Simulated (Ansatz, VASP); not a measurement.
## PbSe: VASP beside Ansatz

```
CELL_PARAMETERS angstrom
0.12249 3.03750 3.03750
3.03750 0.12249 3.03750
3.03750 3.03750 0.12249
ATOMIC_POSITIONS crystal
Pb 0.99057 0.99057 0.99057
Se 0.50943 0.50943 0.50943
```

Alike in both runs: task single point; functional PBEsol; k mesh 10 × 10 × 10; occupations gaussian, width 0.05 eV; no spin polarisation.

|  | VASP | Ansatz |
| --- | --- | --- |
| version | VASP 6.6.1 | Ansatz 0.2.0 |
| potentials or method | VASP PAW PBE potentials, release 64 (Pb_d, Se), cutoff 520 eV | scalar-relativistic, plane waves, PAW |
| valence electrons in the cell | 20 | 30 |

|  | VASP | Ansatz | Ansatz less VASP |
| --- | --- | --- | --- |
| gap on the k mesh at the Fermi level (eV) | 0.27 | 0.26 | -0.006 |
| least direct gap on the mesh (eV) | 0.29 | 0.29 | -0.002 |
| pressure (GPa) | 5.6 | 5.5 | -0.02 |
| traceless stress, the component that is largest in VASP (GPa) | -0.61 | -0.61 | +0.002 |
| rms of the force components (eV/Å) | 0.197 | 0.193 | -0.0036 |

VASP's potentials were made for PBE, not for PBEsol. Atom by atom the forces differ by 0.004 eV/Å (rms over components). The functional is the same, so the differences come from potentials, cutoffs and numerics. VASP's potentials hold 20 valence electrons a cell and Ansatz's 30, so a difference there can come from the potentials and not from the codes.

Spin-orbit coupling is off throughout.
